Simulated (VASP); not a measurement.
Wanted: the native input for a VASP 6.6.1 run.

| Property | Result |
| --- | --- |
| Task | single point |
| Functional | LDA |
| Potentials or basis | VASP PAW LDA potentials, release 64 (Mo_sv, S) |
| Cutoff | 520 eV |
| k mesh | 10 × 10 × 2 |
| Occupations | fermi-dirac, width 0.05 eV |
| Spin | no spin polarisation |
| Dipole correction | no |
| Further INCAR settings | ALGO = Normal; EDIFF = 1e-07; NBANDS = 20 |

The structure of MoS2 lies in POSCAR:

```
MoS2
1.0
    3.2260272831      0.0000000000      0.0000000000
   -1.6130136416      2.7938215805      0.0000000000
    0.0000000000      0.0000000000     17.5627129508
Mo S
1 2
Direct
    0.0000000000      0.0000000000      0.0000000000
    0.3333333333      0.6666666667      0.9105070200
    0.3333333333      0.6666666667      0.0894929800
```

The input as run:

INCAR

```
ALGO = Normal
EDIFF = 1E-7
ENCUT = 520
ISIF = 2
ISMEAR = -1
LASPH = True
LCHARG = True
LELF = True
LREAL = False
LVHAR = True
LWAVE = False
NBANDS = 20
NELM = 100
PREC = Accurate
SIGMA = 0.05
```

KPOINTS

```
k-points
0
Gamma
  10 10 2
```

Potentials or basis: VASP PAW LDA potentials, release 64 (Mo_sv, S).

Command:

```bash
$ cat potpaw_LDA.64/Mo_sv/POTCAR potpaw_LDA.64/S/POTCAR > POTCAR
$ mpirun -np 1 vasp_std > vasp.out
```

Results of the run:

* Largest force: 0.973 eV/Å
* Band gap on the k mesh: 1.64 eV, indirect (least direct gap 1.82 eV)

It took 78 s on 1 thread of Intel(R) Xeon(R) Platinum 8488C (Sapphire Rapids), with other jobs on the host, peak memory 0.26 GiB.
